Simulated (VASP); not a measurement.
## TiMoSe4: relaxation of cell and atoms with PBE

TiMoSe4:

```
CELL_PARAMETERS angstrom
3.41107 0.00000 0.00000
-1.70554 2.95407 0.00000
0.00000 0.00000 14.36196
ATOMIC_POSITIONS crystal
Ti 0.66667 0.33333 0.50000
Mo 0.66667 0.33333 0.00000
Se 0.33333 0.66667 0.61338
Se 0.00000 0.00000 0.88592
Se 0.00000 0.00000 0.11408
Se 0.33333 0.66667 0.38662
```

The cell was generated, and may not be a known phase.

```
Program                : VASP 6.6.1
Task                   : relaxation of cell and atoms
Functional             : PBE
Potentials or basis    : VASP PAW PBE potentials, release 64 (Ti_sv, Mo_sv, Se)
Cutoff                 : 600 eV
k mesh                 : 12 × 12 × 2
Occupations            : gaussian, width 0.1 eV
Spin                   : no spin polarisation
Dipole correction      : no
Further INCAR settings : ALGO = Normal; EDIFF = 1e-06; IBRION = 2; EDIFFG = -0.01; NSW = 100; ISIF = 3
```

```yaml
Relaxed_volume: 24.09 Å³/atom
Relaxed_cell: a = 3.403 Å, b = 3.403 Å, c = 14.414 Å, α = 90.00°, β = 90.00°, γ = 120.00°
Space_group_after_relaxing_to_0.1_Å: P-6m2 (No. 187)
Energy_gained_by_relaxing: 0.5 meV/atom
Ionic_steps: 5
Pressure_after_relaxing: 0.0 GPa
Largest_force_after_relaxing: 0.010 eV/Å
Band_gap_on_the_k_mesh: 0.04 eV (least direct gap 0.67 eV)
```

Forces on the atoms (eV/Å):
```
Ti   0.000  0.000  0.000
Mo   0.000  0.000  0.000
Se   0.000  0.000  0.010
Se   0.000  0.000  0.010
Se   0.000  0.000 -0.010
Se   0.000  0.000 -0.010
```

The path:
| step | energy change (eV) | largest force (eV/Å) | pressure (GPa) | volume (Å³) |
| --- | --- | --- | --- | --- |
| 1 | 0.0000 | 0.1734 | 0.13 | 144.72 |
| 2 | -0.0019 | 0.1023 | -0.40 | 145.12 |
| 3 | -0.0022 | 0.0676 | -0.26 | 145.01 |
| 4 | -0.0028 | 0.0135 | 0.12 | 144.35 |
| 5 | -0.0029 | 0.0098 | 0.03 | 144.53 |

Final structure:
```xyz
6
Lattice="3.4027 0.0000 0.0000 -1.7013 2.9468 0.0000 0.0000 0.0000 14.4143" Properties=species:S:1:pos:R:3 pbc="T T T"
Ti    1.7013    0.9823    7.2072
Mo    1.7013    0.9823   14.4143
Se    0.0000    1.9645    8.8499
Se    0.0000    0.0000   12.7713
Se    0.0000    0.0000    1.6430
Se    0.0000    1.9645    5.5644
```

Levels at points of the mesh, in eV from the valence-band top:
| k point | band 22 | band 23 | band 24 | band 25 | band 26 | band 27 | band 28 | band 29 |
| --- | --- | --- | --- | --- | --- | --- | --- | --- |
| (0.00, 0.00, 0.00) | -0.88 | -0.32 | -0.32 | -0.17 | 0.96 | 2.50 | 2.50 | 2.77 |
| (0.50, 0.00, 0.00) | -1.08 | -1.01 | -0.76 | -0.62 | 0.06 | 1.50 | 1.93 | 2.01 |
| (0.00, 0.00, 0.50) | -1.18 | -0.32 | -0.32 | 0.00 | 0.96 | 2.50 | 2.50 | 2.77 |
| (0.50, 0.00, 0.50) | -1.18 | -1.01 | -0.72 | -0.62 | 0.06 | 1.50 | 1.93 | 2.01 |

Wall time 20 min on 1 thread of Oxide Virtual Turin-like Processor, on a shared host, peak memory 0.42 GiB.

Caveat: the smearing spreads over this small gap; semilocal functionals underestimate gaps, and a narrow one can read as zero; this functional lacks dispersion, which binds layers or chains, so the pressure and a relaxed spacing across them are unreliable. A k mesh can miss the band edges.
